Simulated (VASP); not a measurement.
# ZnS (F-43m) in VASP: further runs

Runs on ZnS. Level: LDA. Tasks: single point.

All numbers are computed with VASP 6.6.1; they aren't measurements. Logs are shortened: lines on timing, memory, paths and dates and some standing lists are left out, and cuts for length are marked.

**1. The cell of the first run**

Symmetry: F-43m, No. 216, cubic system. Conventional cell: a = 5.179 Å, b = 5.179 Å, c = 5.179 Å, α = 90.00°, β = 90.00°, γ = 90.00°. Within 3.0 Å of Zn (site symmetry -43m) lie 4 S at 2.24 Å. Within 3.0 Å of S (site symmetry -43m) lie 4 Zn at 2.24 Å.

**2. Single point, LDA**

Contents of INCAR:

```
SYSTEM = ZnS
ALGO = Normal ; EDIFF = 1E-6
ENCUT = 500 ; GGA_COMPAT = .False.
ISIF = 2 ; ISMEAR = 0
LASPH = .True. ; LCHARG = .False.
LREAL = .False. ; LWAVE = .False.
NBANDS = 16 ; NELM = 120
PREC = Accurate ; SIGMA = 0.01
```

Contents of KPOINTS:

```
k-points
0
Gamma
  6 6 6
  0 0 0
```

Contents of POSCAR:

```
ZnS
1.0
    0.0000000000      2.5892832908      2.5892832908
    2.5892832908      0.0000000000      2.5892832908
    2.5892832908      2.5892832908      0.0000000000
Zn S
1 1
Direct
    0.2500000000      0.2500000000      0.2500000000
    0.0000000000      0.0000000000      0.0000000000
```

Potentials or basis: VASP PAW LDA potentials, release 64 (Zn, S).

The run is started by

```bash
> cat potpaw_LDA.64/Zn/POTCAR potpaw_LDA.64/S/POTCAR > POTCAR
> mpirun -np 1 vasp_std > vasp.out
```

OUTCAR:

```text
SYSTEM = ZnS
   EDIFF = 1E-6
   ENCUT = 500
   ISIF = 2
   ISMEAR = 0
   LASPH = .True.
   LREAL = .False.
   NELM = 120
   PREC = Accurate

 ion  position               nearest neighbor table
   1  0.250  0.250  0.250-   2 2.24   2 2.24   2 2.24   2 2.24
   2  0.000  0.000  0.000-   1 2.24   1 2.24   1 2.24   1 2.24

  LATTYP: Found a face centered cubic cell.
 ALAT       =     5.1785665816

  Lattice vectors:

 A1 = (   0.0000000000,   2.5892832908,   2.5892832908)
 A2 = (   2.5892832908,   0.0000000000,   2.5892832908)
 A3 = (   2.5892832908,   2.5892832908,   0.0000000000)

Analysis of symmetry for initial positions (statically):
=====================================================================
 Subroutine PRICEL returns:
 Original cell was already a primitive cell.

 Routine SETGRP: Setting up the symmetry group for a
 face centered cubic supercell.

 Subroutine GETGRP returns: Found 24 space group operations
 (whereof 24 operations were pure point group operations)
 out of a pool of 48 trial point group operations.

The static configuration has the point symmetry T_d .

Analysis of symmetry for dynamics (positions and initial velocities):
=====================================================================
 Subroutine PRICEL returns:
 Original cell was already a primitive cell.

 Routine SETGRP: Setting up the symmetry group for a
 face centered cubic supercell.

 Subroutine GETGRP returns: Found 24 space group operations
 (whereof 24 operations were pure point group operations)
 out of a pool of 48 trial point group operations.

The dynamic configuration has the point symmetry T_d .

 Subroutine INISYM returns: Found 24 space group operations
 (whereof 24 operations are pure point group operations),
 and found     1 'primitive' translations

----------------------------------------------------------------------------------------

                                     Primitive cell

  volume of cell :      34.7191

  direct lattice vectors                    reciprocal lattice vectors
     0.000000000  2.589283291  2.589283291    -0.193103629  0.193103629  0.193103629
     2.589283291  0.000000000  2.589283291     0.193103629 -0.193103629  0.193103629
     2.589283291  2.589283291  0.000000000     0.193103629  0.193103629 -0.193103629

  length of vectors
     3.661799547  3.661799547  3.661799547     0.334465297  0.334465297  0.334465297

  position of ions in fractional coordinates (direct lattice)
     0.250000000  0.250000000  0.250000000
     0.000000000  0.000000000  0.000000000

  ion indices of the primitive-cell ions
   primitive index   ion index
                 1           1
                 2           2

----------------------------------------------------------------------------------------

 KPOINTS: k-points

Automatic generation of k-mesh.
 Grid dimensions read from file:
 generate k-points for:    6    6    6

 Generating k-lattice:

  Cartesian coordinates                     Fractional coordinates (reciprocal lattice)
    -0.032183938  0.032183938  0.032183938     0.166666667  0.000000000  0.000000000
     0.032183938 -0.032183938  0.032183938     0.000000000  0.166666667  0.000000000
     0.032183938  0.032183938 -0.032183938     0.000000000  0.000000000  0.166666667

  Length of vectors
     0.055744216  0.055744216  0.055744216

  Shift w.r.t. Gamma in fractional coordinates (k-lattice)
     0.000000000  0.000000000  0.000000000

 Subroutine IBZKPT returns following result:
 ===========================================

 Found     16 irreducible k-points:

 Following reciprocal coordinates:
            Coordinates               Weight
  0.000000  0.000000  0.000000      1.000000
  0.166667  0.000000  0.000000      8.000000
  0.333333  0.000000  0.000000      8.000000
  0.500000  0.000000  0.000000      4.000000
  0.166667  0.166667  0.000000      6.000000
  0.333333  0.166667  0.000000     24.000000
[... 8 lines left out ...]
 -0.333333  0.333333  0.166667     24.000000
 -0.333333  0.500000  0.166667     12.000000
   k-points           NKPTS =     16   k-points in BZ     NKDIM =     16   number of bands    NBANDS=     16
   number of dos      NEDOS =    301   number of ions     NIONS =      2
   total plane-waves  NPLWV =  21952
   dimension x,y,z NGX =    28 NGY =   28 NGZ =   28
   dimension x,y,z NGXF=    56 NGYF=   56 NGZF=   56
   ions per type =               1   1
   NGX,Y,Z   is equivalent  to a cutoff of  12.71, 12.71, 12.71 a.u.
   NGXF,Y,Z  is equivalent  to a cutoff of  25.42, 25.42, 25.42 a.u.
 SYSTEM =  ZnS
   PREC   = accura    normal or accurate (medium, high low for compatibility)
   ISTART =      0    job   : 0-new  1-cont  2-samecut
   ICHARG =      2    charge: 1-file 2-atom 10-const
   ISPIN  =      1    spin polarized calculation?
   LNONCOLLINEAR =      F non collinear calculations
   LSORBIT =      F    spin-orbit coupling
   LASPH  =      T    aspherical Exc in radial PAW
   ENCUT  =  500.0 eV  36.75 Ry    6.06 a.u.   6.68  6.68  6.68*2*pi/ulx,y,z
   NELM   =    120;   NELMIN=  2; NELMDL= -5     # of ELM steps
   EDIFF  = 0.1E-05   stopping-criterion for ELM
   LREAL  =      F    real-space projection
   EDIFFG = 0.1E-04   stopping-criterion for IOM
   NSW    =      0    number of steps for IOM
   IBRION =     -1    ionic relax: 0-MD 1-quasi-New 2-CG
   NFREE  =      0    steps in history (QN), initial steepest desc. (CG)
   ISIF   =      2    stress and relaxation
   ISYM   =      2    0-nonsym 1-usesym 2-fastsym
   POTIM  = 0.5000    time-step for ionic-motion
   TEBEG  =    0.0;   TEEND  =   0.0 temperature during run
   PSTRESS=    0.0 pullay stress
   NELECT =      18.0000    total number of electrons
   NUPDOWN=      -1.0000    fix difference up-down
   EMIN   =  10.00;   EMAX   =-10.00  energy-range for DOS
   EFERMI =   0.00;   METHOD = LEGACY
   ISMEAR =     0;   SIGMA  =   0.01  broadening in eV -4-tet -1-fermi 0-gaus
   EFERMI_NEDOS =   21; number of points for ismear=-14 and -15
   IALGO  =     38    algorithm
   IMIX   =      4    mixing-type and parameters
     AMIX     =   0.40;   BMIX     =  1.00
     AMIX_MAG =   1.60;   BMIX_MAG =  1.00
  volume/ion in A,a.u.               =      17.36       117.15
  Fermi-wavevector in a.u.,A,eV,Ry     =   1.315152  2.485278 23.532990  1.729626
  Thomas-Fermi vector in A             =   2.445355
   LORBIT       =      0    0 simple, 1 ext, 2 COOP (PROOUT), +10 PAW based schemes
   GGA     = CA    functional components
   LHFCALC =     F    Hartree Fock is set to
   AEXX    =    0.0000 exact exchange contribution
   IVDW    =     0    specifies the selected vdW correction
   LEPSILON=     F    determine dielectric tensor
   LRPA    =     F    only Hartree local field effects (RPA)
 non-spin polarized calculation
 Gauss-broadening in eV      SIGMA  =   0.01
  energy-cutoff  :      500.00
  volume of cell :       34.72
 maximum number of plane-waves:       899
   NGX = 13   NGY = 13   NGZ = 13

 number of electron      17.9999987 magnetization

 Free energy of the ion-electron system (eV)
  ---------------------------------------------------
  ext. energy  EPLUGINS =         0.00000000
  ---------------------------------------------------
  free energy    TOTEN  =        -8.14962395 eV

  energy without entropy =       -8.14962395  energy(sigma->0) =       -8.14962395

 E-fermi :   3.2905     XC(G=0): -10.6351

 val. band max:        3.2318790312   @ k =   0.0000   0.0000   0.0000
 cond. band min:       5.7068435914   @ k =   0.0000   0.0000   0.0000
 fundamental gap:      2.4749645602
 Fermi energy:         3.2904846730

 k-point     1 :       0.0000    0.0000    0.0000
  band No.  band energies     occupation
      1     -10.8578      2.00000
      2      -3.8716      2.00000
      3      -3.8716      2.00000
      4      -3.8716      2.00000
      5      -3.2317      2.00000
      6      -3.2317      2.00000
[... 8 lines left out ...]
     15      15.1282      0.00000
     16      15.4785      0.00000

 k-point     2 :       0.1667    0.0000    0.0000
  band No.  band energies     occupation
      1     -10.6017      2.00000
      2      -3.8838      2.00000
      3      -3.8267      2.00000
      4      -3.8267      2.00000
      5      -3.2350      2.00000
      6      -3.2350      2.00000
[... 8 lines left out ...]
     15      14.2072      0.00000
     16      16.0914      0.00000

 k-point     3 :       0.3333    0.0000    0.0000
  band No.  band energies     occupation
      1     -10.0057      2.00000
      2      -3.7577      2.00000
      3      -3.7534      2.00000
      4      -3.7534      2.00000
      5      -3.2165      2.00000
      6      -3.2165      2.00000
[... 8 lines left out ...]
     15      14.9243      0.00000
     16      15.1962      0.00000

 k-point     4 :       0.5000    0.0000    0.0000
  band No.  band energies     occupation
      1      -9.6477      2.00000
      2      -3.7285      2.00000
      3      -3.7285      2.00000
      4      -3.1903      2.00000
      5      -3.1903      2.00000
      6      -3.1210      2.00000
[... 8 lines left out ...]
     15      16.9462      0.00000
     16      16.9462      0.00000
[... 172 lines left out ...]
 k-point    14 :       0.5000    0.3333    0.1667
  band No.  band energies     occupation
      1      -9.5865      2.00000
      2      -3.8179      2.00000
      3      -3.6569      2.00000
      4      -3.5206      2.00000
      5      -3.2086      2.00000
      6      -3.1441      2.00000
[... 8 lines left out ...]
     15      17.7396      0.00000
     16      18.4006      0.00000

 k-point    15 :      -0.3333    0.3333    0.1667
  band No.  band energies     occupation
      1      -9.3415      2.00000
      2      -3.7388      2.00000
      3      -3.6012      2.00000
      4      -3.3187      2.00000
      5      -3.2544      2.00000
      6      -2.8256      2.00000
[... 8 lines left out ...]
     15      17.4666      0.00000
     16      18.2445      0.00000

 k-point    16 :      -0.3333    0.5000    0.1667
  band No.  band energies     occupation
      1      -9.2306      2.00000
      2      -3.8297      2.00000
      3      -3.4947      2.00000
      4      -3.3962      2.00000
      5      -3.2047      2.00000
      6      -2.7465      2.00000
[... 8 lines left out ...]
     15      17.5721      0.00000
     16      18.6258      0.00000

------------------------ aborting loop because EDIFF is reached ----------------------------------------

  FORCE on cell =-STRESS in cart. coord.  units (eV):
  Direction    XX          YY          ZZ          XY          YZ          ZX
  --------------------------------------------------------------------------------------
  -------------------------------------------------------------------------------------
  Total        1.5439217      1.5439217      1.5439217     -0.0000000      0.0000000      0.0000000
  in kB       71.2470928     71.2470928     71.2470928     -0.0000000      0.0000000      0.0000000
  external PRESSURE =      71.2470928 kB  Pullay stress =       0.0000000 kB

 VOLUME and BASIS-vectors are now :
 -----------------------------------------------------------------------------
  energy-cutoff  :      500.00
  volume of cell :       34.72
      direct lattice vectors                 reciprocal lattice vectors
     0.000000000  2.589283291  2.589283291    -0.193103629  0.193103629  0.193103629
     2.589283291  0.000000000  2.589283291     0.193103629 -0.193103629  0.193103629
     2.589283291  2.589283291  0.000000000     0.193103629  0.193103629 -0.193103629

 POSITION                                       TOTAL-FORCE (eV/Angst)
 -----------------------------------------------------------------------------------
      1.29464      1.29464      1.29464         0.000000      0.000000      0.000000
      0.00000      0.00000      0.00000        -0.000000     -0.000000     -0.000000
 -----------------------------------------------------------------------------------
    total drift:                               -0.000000     -0.000000     -0.000000

  FREE ENERGIE OF THE ION-ELECTRON SYSTEM (eV)
  ---------------------------------------------------
  free  energy   TOTEN  =        -8.1496239452 eV

  energy  without entropy=       -8.1496239452  energy(sigma->0) =       -8.14962395
```

Run time: 12 s. Hardware: 1 thread of Intel Xeon Platinum 8375C at 2.90GHz (Ice Lake), shared host; peak memory 0.14 GiB.

What came out:

- Free energy: -8.1496 eV
- Pressure: 7.1 GPa
- Band gap on the k mesh: 2.47 eV

Caveat: the cell stands under pressure.

**3. Single point, LDA**

This run uses another cell than the first one, of 20.52 Å³/atom.

Contents of INCAR:

```
PREC = Accurate
ENCUT = 500
EDIFF = 1E-6
ISMEAR = 0
SIGMA = 0.01
LREAL = False
LASPH = True
NELM = 120
ALGO = Normal
ISIF = 2
LWAVE = False
LCHARG = False
NBANDS = 16
GGA_COMPAT = False
```

Contents of KPOINTS:

```
Automatic mesh
0
Gamma
  6 6 6
```

Contents of POSCAR:

```
ZnS
1.0
    0.0000000000      2.7375567091      2.7375567091
    2.7375567091      0.0000000000      2.7375567091
    2.7375567091      2.7375567091      0.0000000000
Zn S
1 1
Direct
    0.2500000000      0.2500000000      0.2500000000
    0.0000000000      0.0000000000      0.0000000000
```

Potentials or basis: VASP PAW LDA potentials, release 64 (Zn, S).

The run is started by

```bash
> cat potpaw_LDA.64/Zn/POTCAR potpaw_LDA.64/S/POTCAR > POTCAR
> mpirun -np 1 vasp_std > vasp.out
```

Wall time 12 s (1 thread of Intel Xeon Platinum 8375C at 2.90GHz (Ice Lake), shared host); peak memory 0.13 GiB.

Results (log left out):

```yaml
Free_energy: -8.1187 eV
Pressure: -6.7 GPa
Band_gap_on_the_k_mesh: 1.72 eV
```

Levels at points of the mesh, in eV from the valence-band top:
| k point | band 7 | band 8 | band 9 | band 10 | band 11 | band 12 |
| --- | --- | --- | --- | --- | --- | --- |
| (0.00, 0.00, 0.00) | 0.00 | 0.00 | 0.00 | 1.72 | 6.27 | 6.27 |
| (0.50, 0.00, 0.00) | -5.13 | -0.82 | -0.82 | 3.03 | 6.80 | 6.80 |
| (0.50, 0.50, 0.00) | -4.51 | -2.11 | -2.11 | 3.27 | 3.90 | 10.45 |

Caveat: the cell stands under tension. As with any semilocal functional, this LDA gap is likely too small.

**4. Single point, LDA**

This run uses another cell than the first one, of 22.09 Å³/atom.

Contents of INCAR:

```
SYSTEM = ZnS
PREC = Accurate
ENCUT = 500
EDIFF = 1E-6
ISMEAR = 0
SIGMA = 0.01
LREAL = .False.
LASPH = .True.
NELM = 120
ALGO = Normal
ISIF = 2
LWAVE = .False.
LCHARG = .False.
GGA = CA
NBANDS = 16
GGA_COMPAT = .False.
```

Contents of KPOINTS:

```
Automatic mesh
0
Gamma
  6 6 6
  0 0 0
```

Contents of POSCAR:

```
ZnS
1.0
    0.0000000000      2.8060238126      2.8060238126
    2.8060238126      0.0000000000      2.8060238126
    2.8060238126      2.8060238126      0.0000000000
Zn S
1 1
Direct
    0.2500000000      0.2500000000      0.2500000000
    0.0000000000      0.0000000000      0.0000000000
```

The run is started by

```bash
> cat potpaw_LDA.64/Zn/POTCAR potpaw_LDA.64/S/POTCAR > POTCAR
> mpirun -np 1 vasp_std > vasp.out
```

Wall time 14 s (1 thread of Intel Xeon Platinum 8375C at 2.90GHz (Ice Lake), shared host); peak memory 0.14 GiB.

Results (log left out):

```
Free energy            : -7.9518 eV
Pressure               : -10.0 GPa
Band gap on the k mesh : 1.40 eV
```

Levels at points of the mesh, in eV from the valence-band top:
```tsv
k point	band 6	band 7	band 8	band 9	band 10	band 11	band 12	band 13
(0.00, 0.00, 0.00)	-5.76	0.00	0.00	0.00	1.40	6.29	6.29	6.29
(0.50, 0.00, 0.00)	-5.59	-4.68	-0.72	-0.72	2.87	6.81	6.81	8.17
(0.50, 0.50, 0.00)	-5.58	-4.23	-1.87	-1.87	3.41	3.85	9.97	11.00
```

Caveat: the cell stands under tension. LDA gaps usually lie below the measured ones, often by a third to a half.

**5. The runs side by side**

| cell | gap on the mesh (eV) | pressure (GPa) |
| --- | --- | --- |
| a = 3.662 Å, angles 60.0°, 2 atoms | 2.47 | 7.1 |
| a = 3.871 Å, angles 60.0°, 2 atoms | 1.72 | -6.7 |
| a = 3.968 Å, angles 60.0°, 2 atoms | 1.40 | -10.0 |

Alike in all rows: task single point; level LDA; potentials or basis VASP PAW LDA potentials, release 64 (Zn, S); no spin polarisation; k mesh 6 × 6 × 6; cutoff (eV) 500; smearing gaussian 0.01 eV.

Caveats: the cell stands under tension (at least some runs); the cell stands under pressure (at least some runs).

Absolute energies hang on the potentials; compare differences alone.
